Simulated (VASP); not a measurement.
SrTaO2, 16 atoms in the cell. Symmetry: P4/nmm, No. 129, tetragonal system. The conventional cell has a = 3.965 Å, b = 3.965 Å, c = 15.871 Å, α = 90.00°, β = 90.00°, γ = 90.00°. Sr (site symmetry 4mm) has 9 O at 2.45 to 2.81 Å within 3.2 Å. Within 3.7 Å of Sr (site symmetry 4mm) lie 8 O at 2.80 to 2.87 Å and 9 Ta at 3.19 to 3.56 Å. Within 2.6 Å of Ta (site symmetry 4mm) lie 6 O at 1.98 to 2.10 Å. Ta (site symmetry 4mm) has 1 O at 2.20 Å and 4 Ta at 2.98 Å within 3.0 Å. O (site symmetry 2mm) has 2 Ta at 1.98 Å within 2.6 Å. Within 2.9 Å of O (site symmetry 4mm) lie 2 Ta at 2.00 to 2.20 Å and 4 Sr at 2.80 Å and 4 O at 2.87 Å. O (site symmetry 4mm) has 1 Ta at 2.10 Å and 5 Sr at 2.45 to 2.81 Å and 4 O at 2.84 Å within 2.9 Å. 

| Item | Value |
| --- | --- |
| Program | VASP 6.6.1 |
| Task | single point |
| Functional | PBE |
| Potentials or basis | VASP PAW PBE potentials, release 64 (Sr_sv, Ta_pv, O) |
| Cutoff | 520 eV |
| k mesh | 6 × 6 × 2 |
| Occupations | gaussian, width 0.2 eV |
| Spin | no spin polarisation |
| Dipole correction | no |
| Further INCAR settings | LREAL = Auto; ALGO = Normal; EDIFF = 1e-06; NBANDS = 80 |

Potentials or basis: VASP PAW PBE potentials, release 64 (Sr_sv, Ta_pv, O).

Run with:

```sh
$ cat potpaw_PBE.64/Sr_sv/POTCAR potpaw_PBE.64/Ta_pv/POTCAR potpaw_PBE.64/O/POTCAR > POTCAR
$ mpirun -np 1 vasp_std > vasp.out
```

Hardware: 1 thread of AMD EPYC 9R45 96-Core Processor (Zen 5), on a shared host.

Q: How long does it take, and how much memory?

A: It took 9.8 min on 1 thread of AMD EPYC 9R45 96-Core Processor (Zen 5) (shared host), peak memory 0.43 GiB. Counts: scf iterations 20, k points 20.
